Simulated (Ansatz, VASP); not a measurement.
# Two plane-wave programs on HfN

```
Hf N
1.0
     0.00000    2.26269    2.26269
     2.26269    0.00000    2.26269
     2.26269    2.26269    0.00000
Hf N
1 1
Cartesian
  0.0000 0.0000 0.0000
  2.2627 2.2627 2.2627
```

Alike in both runs: functional r2SCAN; k mesh 16 × 16 × 16; occupations gaussian, width 0.1 eV; no spin polarisation.

Ansatz relaxed the structure, and its values are those at the end. VASP's run is a single point on that final structure, the one shown.

|  | VASP | Ansatz |
| --- | --- | --- |
| version | VASP 6.6.1 | Ansatz 0.2.0 |
| potentials or method | VASP PAW PBE potentials, release 64 (Hf_pv, N) | scalar-relativistic, plane waves, PAW |
| plane-wave cutoff (eV) | 520 | 500 |
| valence electrons in the cell | 15 | 31 |

|  | VASP | Ansatz | Ansatz less VASP |
| --- | --- | --- | --- |
| gap on the k mesh at the Fermi level (eV) | none | none | - |
| pressure (GPa) | -2.7 | 0.0 | +2.67 |

VASP's potentials were made for PBE, not for r2SCAN. A gap of «none» marks a metal or a gap that the smearing closes. The functional is the same, so the differences come from potentials, cutoffs and numerics. VASP's potentials hold 15 valence electrons a cell and Ansatz's 31, so a difference there can come from the potentials and not from the codes.

Neither program's run includes spin-orbit coupling.
